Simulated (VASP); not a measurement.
A run of VASP 6.6.1 is set up as follows.

Contents of POSCAR:

```
CdS
1.0
    4.1703128397      0.0000000000      0.0000000000
   -2.0851564198      3.6115968609      0.0000000000
    0.0000000000      0.0000000000      6.7608044505
Cd S
2 2
Direct
    0.6666666667      0.3333333333      0.4989278300
    0.3333333333      0.6666666667     -0.0010721700
    0.6666666667      0.3333333333      0.8760721700
    0.3333333333      0.6666666667      0.3760721700
```

INCAR.step1

```
PREC = Accurate
ENCUT = 520
EDIFF = 1E-5
ISMEAR = -1
SIGMA = 0.05
LREAL = F
LASPH = T
NELM = 80
ALGO = Normal
ISIF = 2
LWAVE = T
LCHARG = F
GGA = PE
NBANDS = 26
```

File INCAR.step2:

```
PREC = Accurate
ENCUT = 520
EDIFF = 1E-6
ISMEAR = -1
SIGMA = 0.05
LREAL = F
LASPH = T
NELM = 80
ALGO = Normal
ISIF = 2
LWAVE = F
LCHARG = F
GGA = PE
LHFCALC = T
AEXX = 0.25
PRECFOCK = Normal
ISTART = 1
NBANDS = 26
```

KPOINTS

```
regular mesh
0
Gamma
  4 4 2
```

Potentials or basis: VASP PAW PBE potentials, release 64 (Cd, S).

The run is started by

```sh
$ cat potpaw_PBE.64/Cd/POTCAR potpaw_PBE.64/S/POTCAR > POTCAR
$ cp INCAR.step1 INCAR
$ mpirun -np 1 vasp_std > vasp.out
$ cp INCAR.step2 INCAR
$ mpirun -np 1 vasp_std > vasp.out
```

Task: What does it give for the pressure?

Result: 0.2 GPa.

Task: What does it give for the band gap on the k mesh?

Result: 2.91 eV.

Caveat: the k points lie up to 0.46 Å⁻¹ apart; the PAW data sets were made with another functional, which shifts forces and pressure a little.
